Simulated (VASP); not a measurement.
# K2S (Fm-3m) in VASP: further runs, part 2 of 2

VASP 6.6.1.

## 5. Single point, revPBE (volume scaled by 1.04)

Contents of INCAR:

```
PREC     = Accurate       # precision mode
ENCUT    = 500            # plane-wave cutoff, eV
EDIFF    = 1E-6           # SCF threshold, eV
ISMEAR   = 0              # smearing method
SIGMA    = 0.05           # smearing width, eV
LREAL    = False          # projectors in reciprocal space
LASPH    = True           # aspherical terms in the spheres
NELM     = 120            # most SCF steps
ALGO     = Normal         # electronic algorithm
ISIF     = 2              # what is computed and relaxed
LWAVE    = False          # write WAVECAR
LCHARG   = True           # write CHGCAR
GGA      = RE             # functional
LELF     = True           # ELF
LVHAR    = True         
NBANDS   = 19             # bands
GGA_COMPAT= False
```

Contents of KPOINTS:

```
Automatic mesh
0
Gamma
  6 6 6
```

Contents of POSCAR:

```
K2S
1.0
    0.0000000000      3.8490173434      3.8490173434
    3.8490173434      0.0000000000      3.8490173434
    3.8490173434      3.8490173434      0.0000000000
K S
2 1
Direct
    0.2500000000      0.2500000000      0.2500000000
    0.7500000000      0.7500000000      0.7500000000
    0.0000000000      0.0000000000      0.0000000000
```

Potentials or basis: VASP PAW PBE potentials, release 64 (K_sv, S).

Command:

```bash
> cat potpaw_PBE.64/K_sv/POTCAR potpaw_PBE.64/S/POTCAR > POTCAR
> mpirun -np 1 vasp_std > vasp.out
```

OUTCAR:

```text
PREC = Accurate
   ENCUT = 500
   EDIFF = 1E-6
   ISMEAR = 0
   LREAL = False
   LASPH = True
   NELM = 120
   ISIF = 2
   GGA = RE

 ion  position               nearest neighbor table
   1  0.250  0.250  0.250-
   2  0.750  0.750  0.750-
   3  0.000  0.000  0.000-

  LATTYP: Found a face centered cubic cell.
 ALAT       =     7.6980346868

  Lattice vectors:

 A1 = (   0.0000000000,   3.8490173434,   3.8490173434)
 A2 = (   3.8490173434,   0.0000000000,   3.8490173434)
 A3 = (   3.8490173434,   3.8490173434,   0.0000000000)

Analysis of symmetry for initial positions (statically):
=====================================================================
 Subroutine PRICEL returns:
 Original cell was already a primitive cell.

 Routine SETGRP: Setting up the symmetry group for a
 face centered cubic supercell.

 Subroutine GETGRP returns: Found 48 space group operations
 (whereof 48 operations were pure point group operations)
 out of a pool of 48 trial point group operations.

The static configuration has the point symmetry O_h .

Analysis of symmetry for dynamics (positions and initial velocities):
=====================================================================
 Subroutine PRICEL returns:
 Original cell was already a primitive cell.

 Routine SETGRP: Setting up the symmetry group for a
 face centered cubic supercell.

 Subroutine GETGRP returns: Found 48 space group operations
 (whereof 48 operations were pure point group operations)
 out of a pool of 48 trial point group operations.

The dynamic configuration has the point symmetry O_h .

 Subroutine INISYM returns: Found 48 space group operations
 (whereof 48 operations are pure point group operations),
 and found     1 'primitive' translations

----------------------------------------------------------------------------------------

                                     Primitive cell

  volume of cell :     114.0459

  direct lattice vectors                    reciprocal lattice vectors
     0.000000000  3.849017343  3.849017343    -0.129903286  0.129903286  0.129903286
     3.849017343  0.000000000  3.849017343     0.129903286 -0.129903286  0.129903286
     3.849017343  3.849017343  0.000000000     0.129903286  0.129903286 -0.129903286

  length of vectors
     5.443332529  5.443332529  5.443332529     0.224999091  0.224999091  0.224999091

  position of ions in fractional coordinates (direct lattice)
     0.250000000  0.250000000  0.250000000
     0.750000000  0.750000000  0.750000000
     0.000000000  0.000000000  0.000000000

  ion indices of the primitive-cell ions
   primitive index   ion index
                 1           1
                 2           2
                 3           3

----------------------------------------------------------------------------------------

 KPOINTS: Automatic mesh

Automatic generation of k-mesh.
 Grid dimensions read from file:
 generate k-points for:    6    6    6

 Generating k-lattice:

  Cartesian coordinates                     Fractional coordinates (reciprocal lattice)
    -0.021650548  0.021650548  0.021650548     0.166666667  0.000000000  0.000000000
     0.021650548 -0.021650548  0.021650548     0.000000000  0.166666667  0.000000000
     0.021650548  0.021650548 -0.021650548     0.000000000  0.000000000  0.166666667

  Length of vectors
     0.037499849  0.037499849  0.037499849

  Shift w.r.t. Gamma in fractional coordinates (k-lattice)
     0.000000000  0.000000000  0.000000000

 Subroutine IBZKPT returns following result:
 ===========================================

 Found     16 irreducible k-points:

 Following reciprocal coordinates:
            Coordinates               Weight
  0.000000  0.000000  0.000000      1.000000
  0.166667  0.000000  0.000000      8.000000
  0.333333  0.000000  0.000000      8.000000
  0.500000  0.000000  0.000000      4.000000
  0.166667  0.166667  0.000000      6.000000
  0.333333  0.166667  0.000000     24.000000
[... 8 lines left out ...]
 -0.333333  0.333333  0.166667     24.000000
 -0.333333  0.500000  0.166667     12.000000
   k-points           NKPTS =     16   k-points in BZ     NKDIM =     16   number of bands    NBANDS=     19
   number of dos      NEDOS =    301   number of ions     NIONS =      3
   total plane-waves  NPLWV =  64000
   dimension x,y,z NGX =    40 NGY =   40 NGZ =   40
   dimension x,y,z NGXF=    80 NGYF=   80 NGZF=   80
   ions per type =               2   1
   NGX,Y,Z   is equivalent  to a cutoff of  12.22, 12.22, 12.22 a.u.
   NGXF,Y,Z  is equivalent  to a cutoff of  24.43, 24.43, 24.43 a.u.
 SYSTEM =  unknown system
   PREC   = accura    normal or accurate (medium, high low for compatibility)
   ISTART =      0    job   : 0-new  1-cont  2-samecut
   ICHARG =      2    charge: 1-file 2-atom 10-const
   ISPIN  =      1    spin polarized calculation?
   LNONCOLLINEAR =      F non collinear calculations
   LSORBIT =      F    spin-orbit coupling
   LASPH  =      T    aspherical Exc in radial PAW
   ENCUT  =  500.0 eV  36.75 Ry    6.06 a.u.   9.92  9.92  9.92*2*pi/ulx,y,z
   NELM   =    120;   NELMIN=  2; NELMDL= -5     # of ELM steps
   EDIFF  = 0.1E-05   stopping-criterion for ELM
   LREAL  =      F    real-space projection
   EDIFFG = 0.1E-04   stopping-criterion for IOM
   NSW    =      0    number of steps for IOM
   IBRION =     -1    ionic relax: 0-MD 1-quasi-New 2-CG
   NFREE  =      0    steps in history (QN), initial steepest desc. (CG)
   ISIF   =      2    stress and relaxation
   ISYM   =      2    0-nonsym 1-usesym 2-fastsym
   POTIM  = 0.5000    time-step for ionic-motion
   TEBEG  =    0.0;   TEEND  =   0.0 temperature during run
   PSTRESS=    0.0 pullay stress
   NELECT =      24.0000    total number of electrons
   NUPDOWN=      -1.0000    fix difference up-down
   EMIN   =  10.00;   EMAX   =-10.00  energy-range for DOS
   EFERMI =   0.00;   METHOD = LEGACY
   ISMEAR =     0;   SIGMA  =   0.05  broadening in eV -4-tet -1-fermi 0-gaus
   EFERMI_NEDOS =   21; number of points for ismear=-14 and -15
   IALGO  =     38    algorithm
   IMIX   =      4    mixing-type and parameters
     AMIX     =   0.40;   BMIX     =  1.00
     AMIX_MAG =   1.60;   BMIX_MAG =  1.00
  volume/ion in A,a.u.               =      38.02       256.54
  Fermi-wavevector in a.u.,A,eV,Ry     =   0.973760  1.840140 12.901167  0.948209
  Thomas-Fermi vector in A             =   2.104166
   LORBIT       =      0    0 simple, 1 ext, 2 COOP (PROOUT), +10 PAW based schemes
   GGA     = RE    functional components
   LHFCALC =     F    Hartree Fock is set to
   AEXX    =    0.0000 exact exchange contribution
   IVDW    =     0    specifies the selected vdW correction
   LEPSILON=     F    determine dielectric tensor
   LRPA    =     F    only Hartree local field effects (RPA)
 non-spin polarized calculation
 Gauss-broadening in eV      SIGMA  =   0.05
  energy-cutoff  :      500.00
  volume of cell :      114.05
 maximum number of plane-waves:      2914
   NGX = 19   NGY = 19   NGZ = 19

 number of electron      23.9999997 magnetization

 Free energy of the ion-electron system (eV)
  ---------------------------------------------------
  ext. energy  EPLUGINS =         0.00000000
  ---------------------------------------------------
  free energy    TOTEN  =        -8.88898572 eV

  energy without entropy =       -8.88898572  energy(sigma->0) =       -8.88898572

 E-fermi :  -0.3172     XC(G=0):  -6.6443

 val. band max:       -0.5507612053   @ k =   0.5000   0.5000   0.0000
 cond. band min:       1.7633499651   @ k =   0.0000   0.0000   0.0000
 fundamental gap:      2.3141111704
 Fermi energy:        -0.3171581162

 k-point     1 :       0.0000    0.0000    0.0000
  band No.  band energies     occupation
      1     -30.1444      2.00000
      2     -30.0947      2.00000
      3     -13.6672      2.00000
      4     -13.6672      2.00000
      5     -13.6672      2.00000
      6     -13.5029      2.00000
[... 11 lines left out ...]
     18       6.6455      0.00000
     19       7.4096      0.00000
[... 309 lines left out ...]
 k-point    16 :      -0.3333    0.5000    0.1667
  band No.  band energies     occupation
      1     -30.1230      2.00000
      2     -30.1148      2.00000
      3     -13.7717      2.00000
      4     -13.7169      2.00000
      5     -13.6499      2.00000
      6     -13.5369      2.00000
[... 11 lines left out ...]
     18       6.7042      0.00000
     19       6.7260      0.00000

------------------------ aborting loop because EDIFF is reached ----------------------------------------

  FORCE on cell =-STRESS in cart. coord.  units (eV):
  Direction    XX          YY          ZZ          XY          YZ          ZX
  --------------------------------------------------------------------------------------
  -------------------------------------------------------------------------------------
  Total       -0.4122003     -0.4122003     -0.4122003      0.0000000      0.0000000      0.0000000
  in kB       -5.7908097     -5.7908097     -5.7908097      0.0000000      0.0000000      0.0000000
  external PRESSURE =      -5.7908097 kB  Pullay stress =       0.0000000 kB

 VOLUME and BASIS-vectors are now :
 -----------------------------------------------------------------------------
  energy-cutoff  :      500.00
  volume of cell :      114.05
      direct lattice vectors                 reciprocal lattice vectors
     0.000000000  3.849017343  3.849017343    -0.129903286  0.129903286  0.129903286
     3.849017343  0.000000000  3.849017343     0.129903286 -0.129903286  0.129903286
     3.849017343  3.849017343  0.000000000     0.129903286  0.129903286 -0.129903286

 POSITION                                       TOTAL-FORCE (eV/Angst)
 -----------------------------------------------------------------------------------
      1.92451      1.92451      1.92451        -0.000000     -0.000000      0.000000
      5.77353      5.77353      5.77353         0.000000      0.000000     -0.000000
      0.00000      0.00000      0.00000         0.000000      0.000000      0.000000
 -----------------------------------------------------------------------------------
    total drift:                               -0.000000     -0.000000      0.000000

  FREE ENERGIE OF THE ION-ELECTRON SYSTEM (eV)
  ---------------------------------------------------
  free  energy   TOTEN  =        -8.8889857200 eV

  energy  without entropy=       -8.8889857200  energy(sigma->0) =       -8.88898572
```

Run time: 22 s. Hardware: 1 thread of Intel Xeon 6975P-C (Granite Rapids), shared host; peak memory 0.23 GiB.

Results:

```
Free energy            : -8.8890 eV
Pressure               : -0.6 GPa
Band gap on the k mesh : 2.31 eV, indirect (least direct gap 2.42 eV)
```

Caveat: the PAW data sets were made with another functional, which shifts forces and pressure a little.

## 6. Single point, RPBE (volume scaled by 1.02)

Contents of INCAR:

```
SYSTEM = K2S
PREC = Accurate ; ENCUT = 500
EDIFF = 1E-6 ; ISMEAR = 0
SIGMA = 0.05 ; LREAL = .False.
LASPH = .True. ; NELM = 120
ALGO = Normal ; ISIF = 2
LWAVE = .False. ; LCHARG = .False.
GGA = RP ; NBANDS = 19
GGA_COMPAT = .False.
```

Contents of KPOINTS:

```
regular mesh
0
Gamma
  6 6 6
  0 0 0
```

Contents of POSCAR:

```
K2S
1.0
    0.0000000000      3.8373990233      3.8373990233
    3.8373990233      0.0000000000      3.8373990233
    3.8373990233      3.8373990233      0.0000000000
K S
2 1
Direct
    0.2500000000      0.2500000000      0.2500000000
    0.7500000000      0.7500000000      0.7500000000
    0.0000000000      0.0000000000      0.0000000000
```

Potentials or basis: VASP PAW PBE potentials, release 64 (K_sv, S).

Command:

```bash
> cat potpaw_PBE.64/K_sv/POTCAR potpaw_PBE.64/S/POTCAR > POTCAR
> mpirun -np 1 vasp_std > vasp.out
```

OUTCAR:

```text
SYSTEM = K2S
   PREC = Accurate
   ENCUT = 500
   EDIFF = 1E-6
   ISMEAR = 0
   LREAL = .False.
   LASPH = .True.
   NELM = 120
   ISIF = 2
   GGA = RP

 ion  position               nearest neighbor table
   1  0.250  0.250  0.250-
   2  0.750  0.750  0.750-
   3  0.000  0.000  0.000-

  LATTYP: Found a face centered cubic cell.
 ALAT       =     7.6747980466

  Lattice vectors:

 A1 = (   0.0000000000,   3.8373990233,   3.8373990233)
 A2 = (   3.8373990233,   0.0000000000,   3.8373990233)
 A3 = (   3.8373990233,   3.8373990233,   0.0000000000)

Analysis of symmetry for initial positions (statically):
=====================================================================
 Subroutine PRICEL returns:
 Original cell was already a primitive cell.

 Routine SETGRP: Setting up the symmetry group for a
 face centered cubic supercell.

 Subroutine GETGRP returns: Found 48 space group operations
 (whereof 48 operations were pure point group operations)
 out of a pool of 48 trial point group operations.

[... 151 lines left out ...]
  free energy    TOTEN  =        -8.85118882 eV

  energy without entropy =       -8.85118882  energy(sigma->0) =       -8.85118882

 E-fermi :  -0.2374     XC(G=0):  -6.6407

 val. band max:       -0.4997237089   @ k =   0.5000   0.5000   0.0000
 cond. band min:       1.8517319443   @ k =   0.0000   0.0000   0.0000
 fundamental gap:      2.3514556532
 Fermi energy:        -0.2373998593

 k-point     1 :       0.0000    0.0000    0.0000
  band No.  band energies     occupation
      1     -30.1012      2.00000
      2     -30.0500      2.00000
      3     -13.6150      2.00000
      4     -13.6150      2.00000
      5     -13.6150      2.00000
      6     -13.4470      2.00000
[... 329 lines left out ...]
      6     -13.4818      2.00000
[... 11 lines left out ...]
     18       6.8070      0.00000
     19       6.8223      0.00000

------------------------ aborting loop because EDIFF is reached ----------------------------------------

  FORCE on cell =-STRESS in cart. coord.  units (eV):
  Direction    XX          YY          ZZ          XY          YZ          ZX
  --------------------------------------------------------------------------------------
  -------------------------------------------------------------------------------------
  Total       -0.2019155     -0.2019155     -0.2019155      0.0000000      0.0000000     -0.0000000
  in kB       -2.8624599     -2.8624599     -2.8624599      0.0000000      0.0000000     -0.0000000
  external PRESSURE =      -2.8624599 kB  Pullay stress =       0.0000000 kB

 VOLUME and BASIS-vectors are now :
 -----------------------------------------------------------------------------
  energy-cutoff  :      500.00
  volume of cell :      113.02
      direct lattice vectors                 reciprocal lattice vectors
     0.000000000  3.837399023  3.837399023    -0.130296588  0.130296588  0.130296588
     3.837399023  0.000000000  3.837399023     0.130296588 -0.130296588  0.130296588
     3.837399023  3.837399023  0.000000000     0.130296588  0.130296588 -0.130296588

 POSITION                                       TOTAL-FORCE (eV/Angst)
 -----------------------------------------------------------------------------------
      1.91870      1.91870      1.91870         0.000000      0.000000      0.000000
      5.75610      5.75610      5.75610        -0.000000     -0.000000     -0.000000
      0.00000      0.00000      0.00000        -0.000000      0.000000      0.000000
 -----------------------------------------------------------------------------------
    total drift:                               -0.000000     -0.000000      0.000000

  FREE ENERGIE OF THE ION-ELECTRON SYSTEM (eV)
  ---------------------------------------------------
  free  energy   TOTEN  =        -8.8511888170 eV

  energy  without entropy=       -8.8511888170  energy(sigma->0) =       -8.85118882
```

It took 24 s on 1 thread of Intel Xeon 6975P-C (Granite Rapids), shared host; peak memory 0.23 GiB.

What came out:

| Item | Value |
| --- | --- |
| Free energy | -8.8512 eV |
| Pressure | -0.3 GPa |
| Band gap on the k mesh | 2.35 eV, indirect (least direct gap 2.46 eV) |

Caveat: the PAW data sets were made with another functional, which shifts forces and pressure a little.

## 7. Single point, RPBE (volume scaled by 1.04)

INCAR is that of step 6.

Contents of KPOINTS:

```
Automatic mesh
0
Gamma
  6 6 6
  0 0 0
```

Contents of POSCAR:

```
K2S
1.0
    0.0000000000      3.8623178970      3.8623178970
    3.8623178970      0.0000000000      3.8623178970
    3.8623178970      3.8623178970      0.0000000000
K S
2 1
Direct
    0.2500000000      0.2500000000      0.2500000000
    0.7500000000      0.7500000000      0.7500000000
    0.0000000000      0.0000000000      0.0000000000
```

Command:

```bash
> cat potpaw_PBE.64/K_sv/POTCAR potpaw_PBE.64/S/POTCAR > POTCAR
> mpirun -np 1 vasp_std > vasp.out
```

Run time: 19 s. Hardware: 1 thread of Intel Xeon 6975P-C (Granite Rapids), shared host; peak memory 0.24 GiB.

It converged, with:

* Free energy: -8.8458 eV
* Pressure: -0.6 GPa
* Band gap on the k mesh: 2.30 eV, indirect (least direct gap 2.40 eV)

Levels at points of the mesh, in eV from the valence-band top:
```tsv
k point	band 9	band 10	band 11	band 12	band 13	band 14	band 15	band 16
(0.00, 0.00, 0.00)	-9.52	-0.10	-0.10	-0.10	2.30	5.51	5.51	7.15
(0.50, 0.00, 0.00)	-9.40	-0.52	-0.02	-0.02	4.64	4.66	5.74	5.74
(0.50, 0.50, 0.00)	-9.38	-0.60	0.00	0.00	3.66	5.18	6.11	6.54
```

Caveat: the PAW data sets were made with another functional, which shifts forces and pressure a little.

## 8. Summary

| level | cell | gap on the mesh (eV) | pressure (GPa) |
| --- | --- | --- | --- |
| revPBE | a = 5.408 Å, angles 60.0°, 3 atoms | 2.36 | -0.3 |
| RPBE | a = 5.395 Å, angles 60.0°, 3 atoms | 2.40 | 0.0 |
| RPBE | a = 5.391 Å, angles 60.0°, 3 atoms | 2.40 | 0.0 |
| revPBE | a = 5.443 Å, angles 60.0°, 3 atoms | 2.31 | -0.6 |
| RPBE | a = 5.427 Å, angles 60.0°, 3 atoms | 2.35 | -0.3 |
| RPBE | a = 5.462 Å, angles 60.0°, 3 atoms | 2.30 | -0.6 |

Alike in all rows: task single point; potentials or basis VASP PAW PBE potentials, release 64 (K_sv, S); no spin polarisation; k mesh 6 × 6 × 6; cutoff (eV) 500; smearing gaussian 0.05 eV.

Caveats: the PAW data sets were made with another functional, which shifts forces and pressure a little.

Total energies depend on the potentials used, so only differences within one code and one set of settings carry meaning.
